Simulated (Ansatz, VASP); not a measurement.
## Al: VASP beside Ansatz

```
CELL_PARAMETERS angstrom
-1.56971 1.56971 1.56971
1.56971 -1.56971 1.56971
1.56971 1.56971 -1.56971
ATOMIC_POSITIONS crystal
Al 0.00000 0.00000 0.00000
```

Alike in both runs: task single point; functional LDA; k mesh 12 × 12 × 12; occupations fermi-dirac, width 0.05 eV; no spin polarisation.

|  | VASP | Ansatz |
| --- | --- | --- |
| version | VASP 6.6.1 | Ansatz 0.2.0 |
| potentials or method | VASP PAW LDA potentials, release 64 (Al) | Ansatz PAW |
| plane-wave cutoff (eV) | 520 | 420 |
| valence electrons in the cell | 3 | 3 |

VASP gave:

- gap on the k mesh at the Fermi level (eV): none
- pressure (GPa): 4.0

**Question.** What did Ansatz give for the same quantities?

**Answer.** gap on the k mesh at the Fermi level (eV): none; pressure (GPa): 3.9.

LDA's correlation is that of Perdew and Zunger in VASP and of Perdew and Wang (1992) in Ansatz. A gap of «none» marks a metal or a gap that the smearing closes.
